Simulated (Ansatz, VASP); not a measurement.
**Cd: VASP beside Ansatz**

INCAR

```
PREC = Accurate
ENCUT = 520
EDIFF = 1E-6
ISMEAR = -1
SIGMA = 0.1
LREAL = False
LASPH = True
NELM = 60
ALGO = Normal
ISIF = 2
LWAVE = False
LCHARG = False
GGA = B5
ALDAX = 1.0
AGGAX = 1.0
AGGAC = 1.0
ALDAC = 0.0
NBANDS = 25
```

KPOINTS

```
Automatic mesh
0
Gamma
  8 8 11
```

POSCAR

```
Cd
1.0
    5.5461525086      0.0000000000      0.0000000000
   -2.7730762543      4.8031089657      0.0000000000
    0.0000000000      0.0000000000      3.2082518583
Cd
3
Direct
    0.0000000000      0.0000000000      0.0000000000
    0.3333333333      0.6666666667      0.5000000000
    0.6666666667      0.3333333333      0.5000000000
```

Input for Ansatz:

```yaml
crystal:
  lattice:
    - [5.5461525086, 0.0, 0.0]
    - [-2.7730762543, 4.8031089657, 0.0]
    - [0.0, 0.0, 3.2082518583]
  atoms:
    - { symbol: Cd, position: [0.0, 0.0, 0.0] }
    - { symbol: Cd, position: [0.3333333333, 0.6666666667, 0.5] }
    - { symbol: Cd, position: [0.6666666667, 0.3333333333, 0.5] }
hamiltonian:
  xc: blyp
  pseudopotentials:
    kind: paw
    azcp:
      Cd: "pseudopotentials/Cd.paw.azcp"
basis:
  ecutwfc: 420
  fft_grid_basis: typed
kpoints:
  mp_grid: { grid: [8, 8, 11], shift: [0, 0, 0] }
magnetization:
  spin_polarized: false
scf:
  occupations: { method: fermi_dirac, width: 0.1 }
  lower_state_search: "off"
output:
  stress: true
```

Alike in both runs: task single point; functional BLYP; k mesh 8 × 8 × 11; occupations fermi-dirac, width 0.1 eV; no spin polarisation.

|  | VASP | Ansatz |
| --- | --- | --- |
| version | VASP 6.6.1 | Ansatz 0.2.0 |
| potentials or method | VASP PAW PBE potentials, release 64 (Cd), cutoff 520 eV | plane waves (420 eV) with PAW, scalar-relativistic |
| valence electrons in the cell | 36 | 60 |

```tsv
	VASP	Ansatz	Ansatz less VASP
pressure (GPa)	0.1	0.0	-0.07
```

VASP's potentials were made for PBE, not for BLYP. The functional is the same, so the differences come from potentials, cutoffs and numerics. VASP's potentials hold 36 valence electrons a cell and Ansatz's 60, so a difference there can come from the potentials and not from the codes.
